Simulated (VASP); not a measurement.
SrTiO3:

```xyz
5
Lattice="3.9127 0.0000 0.0000 0.0000 3.9127 0.0000 0.0000 0.0000 3.9127" Properties=species:S:1:pos:R:3 pbc="T T T"
Sr    0.0000    0.0000    0.0000
Ti    1.9564    1.9564    1.9564
O     1.9564    0.0000    1.9564
O     1.9564    1.9564    0.0000
O     0.0000    1.9564    1.9564
```

- Program: VASP 6.6.1
- Task: relaxation of cell and atoms
- Functional: PBE
- Potentials or basis: VASP PAW PBE potentials, release 64 (Sr_sv, Ti_sv, O)
- Cutoff: 600 eV
- k mesh: 6 × 6 × 6
- Occupations: gaussian, width 0.02 eV
- Spin: no spin polarisation
- Hubbard terms: Ti d U = 4.0 eV

At the start: pressure 7.5 GPa; volume 11.98 Å³/atom.

Task: Where does the relaxation end?

Result: Over 3 steps the energy falls by 11.3 meV/atom and the volume is 12.49 Å³/atom (+4.2 %); space group Pm-3m (No. 221, to 0.1 Å) before and after.

The path:
```csv
step,energy change (eV),largest force (eV/Å),pressure (GPa),volume (Å³)
1,0.0000,0.0000,7.46,59.90
2,-0.0109,0.0000,-5.82,64.87
3,-0.0567,0.0000,-0.03,62.44
```

Final structure:
```
Sr Ti O
1.0
     3.96726    0.00000    0.00000
     0.00000    3.96726    0.00000
     0.00000    0.00000    3.96726
Sr Ti O
1 1 3
Cartesian
  0.0000 0.0000 0.0000
  1.9836 1.9836 1.9836
  1.9836 0.0000 1.9836
  1.9836 1.9836 0.0000
  0.0000 1.9836 1.9836
```
